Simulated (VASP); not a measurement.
Wanted: the native input for a VASP 6.6.1 run.

```yaml
Task: single point
Functional: revPBE
Potentials_or_basis: VASP PAW PBE potentials, release 64 (K_sv, Br)
Cutoff: 500 eV
k_mesh: 4 × 4 × 4
Occupations: methfessel-paxton, width 0.02 eV
Spin: no spin polarisation
Dipole_correction: no
Further_INCAR_settings: ALGO = Normal; EDIFF = 1e-06; NBANDS = 15
```

The structure of KBr lies in POSCAR:

```
KBr
1.0
    3.9749518763      0.0000000000      0.0000000000
    0.0000000000      3.9749518763      0.0000000000
    0.0000000000      0.0000000000      3.9749518763
K Br
1 1
Direct
    0.0000000000      0.0000000000      0.0000000000
    0.5000000000      0.5000000000      0.5000000000
```

The input as run:

INCAR

```
ALGO = Normal ; EDIFF = 1E-6
ENCUT = 500 ; GGA = RE
GGA_COMPAT = F ; ISIF = 2
ISMEAR = 1 ; LASPH = T
LCHARG = T ; LELF = T
LREAL = F ; LVHAR = T
LWAVE = F ; NBANDS = 15
NELM = 120 ; PREC = Accurate
SIGMA = 0.02
```

KPOINTS

```
k-points
0
Gamma
  4 4 4
```

Potentials or basis: VASP PAW PBE potentials, release 64 (K_sv, Br).

Run with:

```bash
$ cat potpaw_PBE.64/K_sv/POTCAR potpaw_PBE.64/Br/POTCAR > POTCAR
$ mpirun -np 1 vasp_std > vasp.out
```

Results of the run:

| Quantity | Value |
| --- | --- |
| Pressure | 2.3 GPa |
| Band gap on the k mesh | 4.29 eV, indirect (least direct gap 4.56 eV) |

Caveat: the PAW data sets were made with another functional, which shifts forces and pressure a little.

It took 5.3 s on 1 thread of Intel(R) Xeon(R) 6975P-C (Granite Rapids) (shared host), peak memory 0.16 GiB.
